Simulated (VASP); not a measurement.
# SiC6: single point with PBE

SiC6:

```
Si C
1.0
     5.26073   -0.04013    0.14815
    -0.04013    5.13180    0.11761
     0.14815    0.11761    5.33576
Si C
2 12
Direct
  0.48247 0.01365 0.74300
  0.06501 0.60927 0.09817
  0.76599 0.84696 0.52761
  0.56438 0.76460 0.10573
  0.35439 0.19485 0.17692
  0.32100 0.92198 0.12403
  0.64120 0.54765 0.96832
  0.00374 0.83639 0.63608
  0.08747 0.57143 0.71643
  0.72837 0.72661 0.29482
  0.12796 0.06741 0.67989
  0.12140 0.33835 0.58187
  0.19605 0.35410 0.33546
  0.51699 0.30466 0.97069
```

* Program: VASP 6.6.1
* Task: single point
* Functional: PBE
* Potentials or basis: VASP PAW PBE potentials, release 64 (Si, C)
* Cutoff: 520 eV
* k mesh: 1 × 1 × 1, shifted
* Occupations: fermi-dirac, width 0.1379 eV
* Spin: no spin polarisation

The pressure is -4.7 GPa. The largest force is 5.726 eV/Å.

Forces in eV/Å, atoms in the order of the input:
```
Si   0.798  1.198  0.665
Si   0.439  1.598  0.776
C   -3.595 -0.006 -2.180
C   -2.456 -0.573  0.167
C   -2.134 -0.123  0.832
C    1.085 -3.548 -0.248
C   -2.213 -1.442 -0.714
C    1.355 -0.617  0.162
C    0.058  0.110  2.557
C    3.516  2.667  2.784
C    1.967 -0.411 -0.412
C   -1.768  0.979  2.995
C    1.109  0.213 -5.614
C    1.840 -0.046 -1.771
```

Stress tensor (GPa, compression positive):
```
 -1.94  -0.61   6.19
 -0.61  -9.04 -10.05
  6.19 -10.05  -3.02
```

Levels at points of the mesh, in eV from the Fermi level:
| k point | band 25 | band 26 | band 27 | band 28 | band 29 | band 30 | band 31 | band 32 |
| --- | --- | --- | --- | --- | --- | --- | --- | --- |
| (0.25, 0.25, 0.25) | -2.41 | -2.10 | -1.27 | -0.58 | 0.58 | 1.06 | 1.38 | 2.13 |

Run time: 26 s on 1 thread of Intel(R) Xeon(R) Platinum 8259CL CPU @ 2.50GHz (Skylake/Cascade Lake), on a shared host, peak memory 0.22 GiB.

Caveat: the atoms stand as in a frame of molecular dynamics.
